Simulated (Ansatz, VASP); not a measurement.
Two plane-wave programs on TiSi

```
Ti Si
1.0
     3.81279    0.00000    0.00000
     0.00000    1.81654    2.07629
     0.00000   -1.81654    2.07629
Ti Si
1 1
Direct
  0.00000 0.05032 0.05032
  0.50000 0.55118 0.55118
```

Alike in both runs: task single point; functional r2SCAN; k mesh 10 × 12 × 12; occupations gaussian, width 0.15 eV; no spin polarisation.

```csv
,VASP,Ansatz
version,VASP 6.6.1,Ansatz 0.2.0
potentials or method,"VASP PAW PBE potentials, release 64 (Ti_sv, Si), cutoff 520 eV","scalar-relativistic, plane waves, PAW"
valence electrons in the cell,16,16
```

Ansatz gave:

- gap on the k mesh at the Fermi level (eV): none
- pressure (GPa): -0.1
- traceless stress, the component that is largest in VASP (GPa): 0.24

Task: Which values does VASP return?

Result: gap on the k mesh at the Fermi level (eV): none; pressure (GPa): 0.3; traceless stress, the component that is largest in VASP (GPa): 0.21.

VASP's potentials were made for PBE, not for r2SCAN. A gap of «none» marks a metal or a gap that the smearing closes.
